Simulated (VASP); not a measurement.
A run of VASP 6.6.1 is set up as follows.

The input INCAR:

```
PREC = Accurate ; ENCUT = 520
EDIFF = 1E-6 ; ISMEAR = 0
SIGMA = 0.1 ; LREAL = False
LASPH = True ; NELM = 80
ALGO = Normal ; ISIF = 2
LWAVE = False ; LCHARG = False
LDIPOL = True ; IDIPOL = 3
DIPOL = 0.5 0.5 0.340 ; NBANDS = 38
```

Contents of KPOINTS:

```
regular mesh
0
Gamma
  9 9 1
```

File POSCAR:

```
Mo4C
1.0
    3.1111816891      0.0000000000      0.0000000000
    0.0000000000      3.1111816891      0.0000000000
    0.0000000000      0.0000000000     21.5098172784
Mo C
4 1
Direct
    0.5000000000      0.5000000000      0.1859615983
    0.0000000000      0.0000000000      0.2582816382
    0.5000000000      0.5000000000      0.3325055024
    0.0000000000      0.0000000000      0.3956248056
    0.5000000000      0.5000000000      0.5281224443
```

Potentials or basis: VASP PAW LDA potentials, release 64 (Mo_sv, C).

Launch:

```sh
$ cat potpaw_LDA.64/Mo_sv/POTCAR potpaw_LDA.64/C/POTCAR > POTCAR
$ mpirun -np 1 vasp_std > vasp.out
```

(1) Predict the largest force.

(2) Predict the band gap on the k mesh.

Results:

(1) 1.845 eV/Å.

(2) zero (band 30 reaches 1.38 eV, above the bottom of band 31 at 0.21 eV).
